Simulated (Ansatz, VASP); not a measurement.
CuI: VASP beside Ansatz

```xyz
2
Lattice="0.0000 3.0825 3.0825 3.0825 0.0000 3.0825 3.0825 3.0825 0.0000" Properties=species:S:1:pos:R:3 pbc="T T T"
Cu    0.0000    0.0000    0.0000
I     1.5413    1.5413    1.5413
```

Change from the starting cell: hydrostatic strain +2.3%.

Alike in both runs: task single point; functional PBE; k mesh 8 × 8 × 8; occupations fermi-dirac, width 0.02 eV; no spin polarisation.

|  | VASP | Ansatz |
| --- | --- | --- |
| version | VASP 6.6.1 | Ansatz 0.2.0 |
| potentials or method | VASP PAW PBE potentials, release 64 (Cu, I) | plane waves, PAW |
| plane-wave cutoff (eV) | 520 | 420 |
| valence electrons in the cell | 18 | 36 |

```tsv
	VASP	Ansatz	Ansatz less VASP
gap on the k mesh at the Fermi level (eV)	1.02	1.00	-0.019
pressure (GPa)	-1.5	-1.5	+0.04
```

VASP's potentials hold 18 valence electrons a cell and Ansatz's 36, so a difference there can come from the potentials and not from the codes.

Neither program's run includes spin-orbit coupling.
